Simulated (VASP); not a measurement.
Runs of VASP 6.6.1 on KI. The structure is that of space group Pm-3m (No. 221), or close to it. The cells are those of the table. 

```tsv
level	cell	grid for exact exchange (PRECFOCK)	share of exact exchange	screening parameter	gap on the mesh (eV)	pressure (GPa)
HSE06	a = 4.291 Å, 2 atoms	Normal	0.25	0.2079 1/Å	4.30	(c)
PBE	a = 4.291, b = 4.291, c = 4.184 Å, 2 atoms	-	-	-	3.29	(a)
PBE	a = 4.371 Å, 2 atoms	-	-	-	3.19	-0.2
HSE06	a = 4.356, b = 4.291, c = 4.291 Å, 2 atoms	Normal	0.25	0.2079 1/Å	(b)	0.1
PBE	a = 4.291 Å, 2 atoms	-	-	-	3.33	0.6
```

Alike in all rows: task single point; potentials or basis VASP PAW PBE potentials, release 64 (K_sv, I); no spin polarisation; k mesh 4 × 4 × 4; cutoff (eV) 520; smearing gaussian 0.01 eV.

Task: Estimate the missing entries.

Result: (a) 1.0; (b) 4.23; (c) 0.3.

Caveats: spin-orbit coupling is left out, which moves the levels of the heavy elements; the PAW data sets were made with another functional, which shifts forces and pressure a little (at least some runs).

A k mesh can miss the band edges, and the runs leave out spin-orbit coupling on I.
